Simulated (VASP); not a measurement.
# Ti18Si in VASP: single point with PBE+D3(BJ)

Aim: the single point of Ti18Si with PBE+D3(BJ).

Everything below comes from runs of VASP 6.6.1. Logs are shortened: lines on timing, memory, paths and dates and some standing lists are left out, and cuts for length are marked.

### Step 1. The cell of the first run

The cell holds a slab with vacuum, 19 atoms: a = 5.571 Å, b = 7.785 Å, c = 21.520 Å, α = 90.00°, β = 90.00°, γ = 90.00°.

### Step 2. Single point, PBE+D3(BJ)

INCAR

```
SYSTEM = Ti18Si
  PREC = Accurate
  ENCUT = 520
  EDIFF = 1E-6
  ISMEAR = 0
  SIGMA = 0.1
  LREAL = Auto
  LASPH = .TRUE.
  NELM = 60
  ALGO = Normal
  ISIF = 2
  LWAVE = .FALSE.
  LCHARG = .FALSE.
  LDIPOL = .TRUE.
  IDIPOL = 3
  DIPOL = 0.5 0.5 0.300
  GGA = PE
  IVDW = 12
  NBANDS = 125
```

KPOINTS

```
Automatic mesh
0
G
  5 4 1
  0 0 0
```

POSCAR

```
Ti18Si
1.0
    5.5706966049      0.0000000000      0.0000000000
    0.0000000000      7.7847098564      0.0000000000
    0.0000000000      0.0000000000     21.5200068025
Ti Si
18 1
Direct
    0.0000000000      0.5000000000      0.1858735472
    0.5000000000      0.5000000000      0.1858735472
    0.2500000000      0.1666666667      0.1858735472
    0.7500000000      0.1666666667      0.1858735472
    0.2500000000      0.8333333333      0.1858735472
    0.7500000000      0.8333333333      0.1858735472
    0.0000000000      0.0000000000      0.2887684190
    0.5000000000      0.0000000000      0.2887684190
    0.2500000000      0.6672597319      0.2880966778
    0.7500000000      0.6672597319      0.2880966778
    0.2500000000      0.3327402681      0.2880966778
    0.7500000000      0.3327402681      0.2880966778
    0.0000000000      0.5000000000      0.3885221775
    0.5000000000      0.5000000000      0.3885221775
    0.2500000000      0.1667007587      0.3912641329
    0.7500000000      0.1667007587      0.3912641329
    0.2500000000      0.8332992413      0.3912641329
    0.7500000000      0.8332992413      0.3912641329
    0.5000000000      0.1667007587      0.5213756160
```

Potentials or basis: VASP PAW PBE potentials, release 64 (Ti_sv, Si).

Launch:

```
> cat potpaw_PBE.64/Ti_sv/POTCAR potpaw_PBE.64/Si/POTCAR > POTCAR
> mpirun -np 1 vasp_std > vasp.out
```

OUTCAR:

```text
SYSTEM = Ti18Si
   PREC = Accurate
   ENCUT = 520
   EDIFF = 1E-6
   ISMEAR = 0
   LREAL = Auto
   LASPH = .TRUE.
   NELM = 60
   ISIF = 2
   GGA = PE
   IVDW = 12
 IVDW          = 12

 ion  position               nearest neighbor table
   1  0.000  0.500  0.186-   2 2.79   2 2.79  10 2.91  11 2.91  12 2.91   9 2.91
   2  0.500  0.500  0.186-   1 2.79   1 2.79  10 2.91  11 2.91  12 2.91   9 2.91
   3  0.250  0.167  0.186-  11 2.55   5 2.59   4 2.79   4 2.79   7 2.92   8 2.92
   4  0.750  0.167  0.186-  12 2.55   6 2.59   3 2.79   3 2.79   7 2.92   8 2.92
   5  0.250  0.833  0.186-   9 2.55   3 2.59   6 2.79   6 2.79   7 2.92   8 2.92
   6  0.750  0.833  0.186-  10 2.55   4 2.59   5 2.79   5 2.79   7 2.92   8 2.92
   7  0.000  0.000  0.289-   8 2.79   8 2.79  16 2.91  17 2.91  18 2.91  15 2.91   5 2.92   6 2.92
                             3 2.92   4 2.92
   8  0.500  0.000  0.289-   7 2.79   7 2.79  16 2.91  17 2.91  18 2.91  15 2.91   5 2.92   6 2.92
                             3 2.92   4 2.92
   9  0.250  0.667  0.288-   5 2.55  17 2.57  11 2.60  10 2.79  10 2.79  13 2.88  14 2.88   2 2.91
                             1 2.91
  10  0.750  0.667  0.288-   6 2.55  18 2.57  12 2.60   9 2.79   9 2.79  13 2.88  14 2.88   2 2.91
                             1 2.91
  11  0.250  0.333  0.288-   3 2.55  15 2.57   9 2.60  12 2.79  12 2.79  13 2.88  14 2.88   2 2.91
                             1 2.91
  12  0.750  0.333  0.288-   4 2.55  16 2.57  10 2.60  11 2.79  11 2.79  13 2.88  14 2.88   2 2.91
                             1 2.91
  13  0.000  0.500  0.389-  14 2.79  14 2.79  11 2.88  12 2.88   9 2.88  10 2.88
  14  0.500  0.500  0.389-  13 2.79  13 2.79  11 2.88  12 2.88   9 2.88  10 2.88
  15  0.250  0.167  0.391-  11 2.57  17 2.60  16 2.79  16 2.79   7 2.91   8 2.91
  16  0.750  0.167  0.391-  12 2.57  18 2.60  15 2.79  15 2.79   7 2.91   8 2.91
  17  0.250  0.833  0.391-   9 2.57  15 2.60  18 2.79  18 2.79   7 2.91   8 2.91
  18  0.750  0.833  0.391-  10 2.57  16 2.60  17 2.79  17 2.79   7 2.91   8 2.91
  19  0.500  0.167  0.521-

  LATTYP: Found a simple orthorhombic cell.
 ALAT       =     5.5706966049
 B/A-ratio  =     1.3974392089
 C/A-ratio  =     3.8630728487

  Lattice vectors:

 A1 = (   5.5706966049,   0.0000000000,   0.0000000000)
 A2 = (   0.0000000000,   7.7847098564,   0.0000000000)
 A3 = (   0.0000000000,   0.0000000000,  21.5200068025)

Analysis of symmetry for initial positions (statically):
=====================================================================
 Subroutine PRICEL returns:
 Original cell was already a primitive cell.

 Routine SETGRP: Setting up the symmetry group for a
 simple orthorhombic supercell.

 Subroutine GETGRP returns: Found  2 space group operations
 (whereof  2 operations were pure point group operations)
 out of a pool of  8 trial point group operations.

The static configuration has the point symmetry C_1h.

Analysis of symmetry for dynamics (positions and initial velocities):
=====================================================================
 Subroutine PRICEL returns:
 Original cell was already a primitive cell.

 Routine SETGRP: Setting up the symmetry group for a
 simple orthorhombic supercell.

 Subroutine GETGRP returns: Found  2 space group operations
 (whereof  2 operations were pure point group operations)
 out of a pool of  8 trial point group operations.

The dynamic configuration has the point symmetry C_1h.

 Subroutine INISYM returns: Found  2 space group operations
 (whereof  2 operations are pure point group operations),
 and found     1 'primitive' translations

----------------------------------------------------------------------------------------

                                     Primitive cell

  volume of cell :     933.2421

  direct lattice vectors                    reciprocal lattice vectors
     5.570696605  0.000000000  0.000000000     0.179510763  0.000000000  0.000000000
     0.000000000  7.784709856  0.000000000     0.000000000  0.128456939  0.000000000
     0.000000000  0.000000000 21.520006802     0.000000000  0.000000000  0.046468387

  length of vectors
     5.570696605  7.784709856 21.520006802     0.179510763  0.128456939  0.046468387

  position of ions in fractional coordinates (direct lattice)
     0.000000000  0.500000000  0.185873547
     0.500000000  0.500000000  0.185873547
     0.250000000  0.166666667  0.185873547
     0.750000000  0.166666667  0.185873547
     0.250000000  0.833333333  0.185873547
     0.750000000  0.833333333  0.185873547
[... 11 lines left out ...]
     0.750000000  0.833299241  0.391264133
     0.500000000  0.166700759  0.521375616

  ion indices of the primitive-cell ions
   primitive index   ion index
                 1           1
                 2           2
                 3           3
                 4           4
                 5           5
                 6           6
[... 11 lines left out ...]
                18          18
                19          19

----------------------------------------------------------------------------------------

 KPOINTS: Automatic mesh

Automatic generation of k-mesh.
 Grid dimensions read from file:
 generate k-points for:    5    4    1

 Generating k-lattice:

  Cartesian coordinates                     Fractional coordinates (reciprocal lattice)
     0.035902153  0.000000000  0.000000000     0.200000000  0.000000000  0.000000000
     0.000000000  0.032114235  0.000000000     0.000000000  0.250000000  0.000000000
     0.000000000  0.000000000  0.046468387     0.000000000  0.000000000  1.000000000

  Length of vectors
     0.035902153  0.032114235  0.046468387

  Shift w.r.t. Gamma in fractional coordinates (k-lattice)
     0.000000000  0.000000000  0.000000000

 Subroutine IBZKPT returns following result:
 ===========================================

 Found      9 irreducible k-points:

 Following reciprocal coordinates:
            Coordinates               Weight
  0.000000  0.000000  0.000000      1.000000
  0.200000  0.000000  0.000000      2.000000
  0.400000  0.000000  0.000000      2.000000
  0.000000  0.250000  0.000000      2.000000
  0.200000  0.250000  0.000000      4.000000
  0.400000  0.250000  0.000000      4.000000
  0.000000  0.500000  0.000000      1.000000
  0.200000  0.500000  0.000000      2.000000
  0.400000  0.500000  0.000000      2.000000
   k-points           NKPTS =      9   k-points in BZ     NKDIM =      9   number of bands    NBANDS=    125
   number of dos      NEDOS =    301   number of ions     NIONS =     19
   total plane-waves  NPLWV = 403200
   dimension x,y,z NGX =    42 NGY =   60 NGZ =  160
   dimension x,y,z NGXF=    84 NGYF=  120 NGZF=  320
   ions per type =              18   1
   NGX,Y,Z   is equivalent  to a cutoff of  12.53, 12.81, 12.36 a.u.
   NGXF,Y,Z  is equivalent  to a cutoff of  25.07, 25.63, 24.72 a.u.
 SYSTEM =  Ti18Si
   PREC   = accura    normal or accurate (medium, high low for compatibility)
   ISTART =      0    job   : 0-new  1-cont  2-samecut
   ICHARG =      2    charge: 1-file 2-atom 10-const
   ISPIN  =      1    spin polarized calculation?
   LNONCOLLINEAR =      F non collinear calculations
   LSORBIT =      F    spin-orbit coupling
   LASPH  =      T    aspherical Exc in radial PAW
   ENCUT  =  520.0 eV  38.22 Ry    6.18 a.u.  10.36 14.47 40.01*2*pi/ulx,y,z
   NELM   =     60;   NELMIN=  2; NELMDL= -5     # of ELM steps
   EDIFF  = 0.1E-05   stopping-criterion for ELM
   LREAL  =      T    real-space projection
   EDIFFG = 0.1E-04   stopping-criterion for IOM
   NSW    =      0    number of steps for IOM
   IBRION =     -1    ionic relax: 0-MD 1-quasi-New 2-CG
   NFREE  =      0    steps in history (QN), initial steepest desc. (CG)
   ISIF   =      2    stress and relaxation
   ISYM   =      2    0-nonsym 1-usesym 2-fastsym
   POTIM  = 0.5000    time-step for ionic-motion
   TEBEG  =    0.0;   TEEND  =   0.0 temperature during run
   PSTRESS=    0.0 pullay stress
   NELECT =     220.0000    total number of electrons
   NUPDOWN=      -1.0000    fix difference up-down
   EMIN   =  10.00;   EMAX   =-10.00  energy-range for DOS
   EFERMI =   0.00;   METHOD = LEGACY
   ISMEAR =     0;   SIGMA  =   0.10  broadening in eV -4-tet -1-fermi 0-gaus
   EFERMI_NEDOS =   21; number of points for ismear=-14 and -15
   IALGO  =     38    algorithm
   IMIX   =      4    mixing-type and parameters
     AMIX     =   0.40;   BMIX     =  1.00
     AMIX_MAG =   1.60;   BMIX_MAG =  1.00
  volume/ion in A,a.u.               =      49.12       331.46
  Fermi-wavevector in a.u.,A,eV,Ry     =   1.011310  1.911099 13.915329  1.022748
  Thomas-Fermi vector in A             =   2.144352
   LORBIT       =      0    0 simple, 1 ext, 2 COOP (PROOUT), +10 PAW based schemes
   GGA     = PE    functional components
   LHFCALC =     F    Hartree Fock is set to
   AEXX    =    0.0000 exact exchange contribution
   IVDW    =    12    specifies the selected vdW correction
   LEPSILON=     F    determine dielectric tensor
   LRPA    =     F    only Hartree local field effects (RPA)
 non-spin polarized calculation
 Gauss-broadening in eV      SIGMA  =   0.10
  energy-cutoff  :      520.00
  volume of cell :      933.24
 maximum number of plane-waves:     25209
 NGX is ok and might be reduce to    42
   NGX = 21   NGY = 29   NGZ = 81

 dipolmoment           0.000000      0.000000     -0.010769 electrons x Angstroem

 number of electron     219.9999955 magnetization

 dipolmoment           0.000000      0.000000      0.063750 electrons x Angstroem

 Free energy of the ion-electron system (eV)
  ---------------------------------------------------
  ext. energy  EPLUGINS =         0.00000000
  ---------------------------------------------------
  free energy    TOTEN  =      -133.68426949 eV

  energy without entropy =     -133.53768841  energy(sigma->0) =     -133.61097895

 E-fermi :   0.0554     XC(G=0):  -5.0132

 val. band max:        0.0550294727   @ k =   0.0000   0.5000   0.0000
 cond. band min:       0.0645835872   @ k =   0.0000   0.0000   0.0000
 fundamental gap:      0.0095541145
 Fermi energy:         0.0554414574

 k-point     1 :       0.0000    0.0000    0.0000
  band No.  band energies     occupation
      1     -56.9031      2.00000
      2     -56.8808      2.00000
      3     -56.8327      2.00000
      4     -56.8112      2.00000
      5     -56.6397      2.00000
      6     -56.6064      2.00000
[... 114 lines left out ...]
    121       0.7762      0.00000
    122       0.7929      0.00000

 k-point     2 :       0.2000    0.0000    0.0000
  band No.  band energies     occupation
      1     -56.8965      2.00000
      2     -56.8743      2.00000
      3     -56.8394      2.00000
      4     -56.8179      2.00000
      5     -56.6326      2.00000
      6     -56.6001      2.00000
[... 873 lines left out ...]
      5     -56.6136      2.00000
      6     -56.5893      2.00000
[... 114 lines left out ...]
    121       0.6700      0.00000
    122       0.7307      0.00000
 [bands above 122 left out]

------------------------ aborting loop because EDIFF is reached ----------------------------------------

 vacuum level on the upper side and lower side of the slab       (xc-potential included)        -0.050        -0.302

 Edisp (eV)   -8.02010

 E8    (eV) :    -3.9578

  FORCE on cell =-STRESS in cart. coord.  units (eV):
  Direction    XX          YY          ZZ          XY          YZ          ZX
  --------------------------------------------------------------------------------------
  -------------------------------------------------------------------------------------
  Total     -12.13824    -4.63434    -6.96962     0.00000     0.05630     0.00000
  in kB     -20.83876    -7.95617   -11.96534     0.00000     0.09666     0.00000
  external pressure =      -13.59 kB  Pullay stress =        0.00 kB

 VOLUME and BASIS-vectors are now :
 -----------------------------------------------------------------------------
  energy-cutoff  :      520.00
  volume of cell :      933.24
      direct lattice vectors                 reciprocal lattice vectors
     5.570696605  0.000000000  0.000000000     0.179510763  0.000000000  0.000000000
     0.000000000  7.784709856  0.000000000     0.000000000  0.128456939  0.000000000
     0.000000000  0.000000000 21.520006802     0.000000000  0.000000000  0.046468387

 POSITION                                       TOTAL-FORCE (eV/Angst)
 -----------------------------------------------------------------------------------
      0.00000      3.89235      4.00000         0.000000      0.005826      0.141536
      2.78535      3.89235      4.00000         0.000000      0.024791      0.199033
      1.39267      1.29745      4.00000        -0.004228      0.013035     -0.016727
      4.17802      1.29745      4.00000         0.004228      0.013035     -0.016727
      1.39267      6.48726      4.00000        -0.000880     -0.037677     -0.032021
      4.17802      6.48726      4.00000         0.000880     -0.037677     -0.032021
[... 11 lines left out ...]
      4.17802      6.48699      8.42001        -0.088824      0.095930      0.346359
      2.78535      1.29772     11.22001         0.000000     -0.138293     -2.493412
 -----------------------------------------------------------------------------------
    total drift:                                0.000000     -0.000209     -0.111849

  FREE ENERGIE OF THE ION-ELECTRON SYSTEM (eV)
  ---------------------------------------------------
  free  energy   TOTEN  =      -141.7043734764 eV

  energy  without entropy=     -141.5577923978  energy(sigma->0) =     -141.63108294

 vacuum level on the upper side and lower side of the slab         4.613         4.359
```

Run time: 52 min. Hardware: 1 thread of Intel Xeon 6975P-C (Granite Rapids), shared host; peak memory 1.2 GiB.

What came out:

```
Free energy                : -141.7044 eV
Largest force              : 2.497 eV/Å
Band gap on the k mesh     : zero (bands 110 and 111 overlap by 0.19 eV)
Dispersion energy per atom : -0.422 eV
```

Forces on the atoms (eV/Å):
```
Ti   0.000  0.006  0.142
Ti   0.000  0.025  0.199
Ti  -0.004  0.013 -0.017
Ti   0.004  0.013 -0.017
Ti  -0.001 -0.038 -0.032
Ti   0.001 -0.038 -0.032
Ti   0.000 -0.045 -0.129
Ti   0.000 -0.049 -0.028
Ti  -0.036 -0.020 -0.099
Ti   0.036 -0.020 -0.099
Ti  -0.007 -0.012 -0.113
Ti   0.007 -0.012 -0.113
Ti   0.000  0.044  0.101
Ti   0.000 -0.202  0.244
Ti   0.602  0.141  0.896
Ti  -0.602  0.141  0.896
Ti   0.089  0.096  0.346
Ti  -0.089  0.096  0.346
Si   0.000 -0.138 -2.493
```

Levels at points of the mesh, in eV from the Fermi level:
```tsv
k point	band 109	band 110	band 111	band 112	band 113	band 114
(0.00, 0.00, 0.00)	-0.09	-0.07	-0.03	0.01	0.08	0.09
(0.00, 0.50, 0.00)	0.00	0.15	0.19	0.20	0.25	0.30
```
